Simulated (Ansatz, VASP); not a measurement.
# One calculation of Bi3B2, two programs

File INCAR:

```
SYSTEM = Bi3B2
PREC = Accurate
ENCUT = 520
EDIFF = 1E-6
ISMEAR = 1
SIGMA = 0.036
LREAL = .FALSE.
LASPH = .TRUE.
NELM = 80
ALGO = Normal
ISIF = 2
LWAVE = .FALSE.
LCHARG = .TRUE.
GGA = PE
LELF = .TRUE.
LVHAR = .TRUE.
NBANDS = 34
```

KPOINTS

```
regular mesh
0
G
  7 7 7
  0 0 0
```

The input POSCAR:

```
Bi3B2
1.0
   -2.0690050000      3.4303080000      4.2860600000
    4.1380100000      0.0000000000      0.0000000000
    2.0690050000      3.4303080000     -4.2860600000
Bi B
3 2
Direct
    0.0000000000      0.0000000000      0.0000000000
    0.7032000000      0.5000000000      0.7032000000
    0.2968000000      0.5000000000      0.2968000000
    0.7245000000      0.2245000000      0.2755000000
    0.2755000000      0.7755000000      0.7245000000
```

Input for Ansatz:

```yaml
crystal:
  lattice:
    - [-2.069005, 3.430308, 4.28606]
    - [4.13801, 0.0, 0.0]
    - [2.069005, 3.430308, -4.28606]
  atoms:
    - { symbol: Bi, position: [0.0, 0.0, 0.0] }
    - { symbol: Bi, position: [0.7032, 0.5, 0.7032] }
    - { symbol: Bi, position: [0.2968, 0.5, 0.2968] }
    - { symbol: B, position: [0.7245, 0.2245, 0.2755] }
    - { symbol: B, position: [0.2755, 0.7755, 0.7245] }
  symmetry: { tolerance: 0.0003 }
kpoints:
  mp_grid: { grid: [7, 7, 7], shift: [0, 0, 0] }
  band_path:
    path:
      - [0.0, 0.0, 0.0]
      - [0.5, 0.0, -0.5]
      - [0.3082568, 0.38348641, -0.3082568]
      - [-0.3082568, 0.61651359, 0.3082568]
      - [0.0, 0.0, 0.0]
      - [0.41013628, 0.0, 0.41013628]
      - [0.58986372, 0.0, -0.41013628]
      - [0.5, 0.0, -0.5]
      - [0.0, 0.0, 0.0]
      - [0.0, 0.5, 0.0]
      - [0.25, 0.5, 0.25]
    npoints: 6
magnetization:
  spin_polarized: false
scf:
  occupations: { method: cold, width: 0.036 }
  lower_state_search: "off"
  max_iter: 200
hamiltonian:
  pseudopotentials: { kind: paw }
  xc: pbe
basis:
  ecutwfc: 420
  fft_grid_basis: typed
output:
  forces: true
  stress: true
  eigenvalues: true
  bader: true
  populations: true
  elf: true
  write_potential: true
  volumetric_format: npy
  dos:
    e_range: [-12, 8]
    de: 0.05
    projected: { site_lists: { B: [B], Bi: [Bi] } }
checkpoint:
  read: saved_state
```

Alike in both runs: task single point; functional PBE; k mesh 7 × 7 × 7; no spin polarisation.

|  | VASP | Ansatz |
| --- | --- | --- |
| version | VASP 6.6.1 | Ansatz 0.2.0 |
| potentials or method | VASP PAW PBE potentials, release 64 (Bi_d, B), cutoff 520 eV | PAW plane waves |
| occupations | methfessel-paxton of order 1, width 0.036 eV | cold, width 0.036 eV |
| valence electrons in the cell | 51 | 51 |

```tsv
	VASP	Ansatz	Ansatz less VASP
pressure (GPa)	5.3	5.3	+0.07
traceless stress, the component that is largest in VASP (GPa)	-15.06	-15.13	-0.064
rms of the force components (eV/Å)	0.088	0.089	+0.0012
```

Atom by atom the forces differ by 0.002 eV/Å (rms over components).

Neither program's run includes spin-orbit coupling.
